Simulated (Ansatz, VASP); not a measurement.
Two plane-wave programs on In3P

```xyz
4
Lattice="0.0000 3.4730 3.4730 3.4730 0.0000 3.4730 3.4730 3.4730 0.0000" Properties=species:S:1:pos:R:3 pbc="T T T"
P     0.0000    0.0000    0.0000
In    3.4730    3.4730    3.4730
In    1.7365    1.7365    1.7365
In    5.2094    5.2094    5.2094
```

Alike in both runs: task relaxation of cell and atoms; functional PBE; k mesh 10 × 10 × 10; occupations fermi-dirac, width 0.03 eV; no spin polarisation.

|  | VASP | Ansatz |
| --- | --- | --- |
| version | VASP 6.6.1 | Ansatz 0.2.0 |
| potentials or method | VASP PAW PBE potentials, release 64 (P, In_d) | PAW with Ansatz's default frozen-core files, scalar-relativistic |
| plane-wave cutoff (eV) | 600 | 420 |
| valence electrons in the cell | 44 | 44 |

```csv
,VASP,Ansatz,Ansatz less VASP
relaxed volume (Å³/atom),24.75,24.75,+0.003
relaxed length of the cell vector where the two differ most in proportion (Å),5.193,5.193,+0.0002
```

Noted on VASP's run: the volume moved by over 15 % at a fixed basis, so the end points are rough.
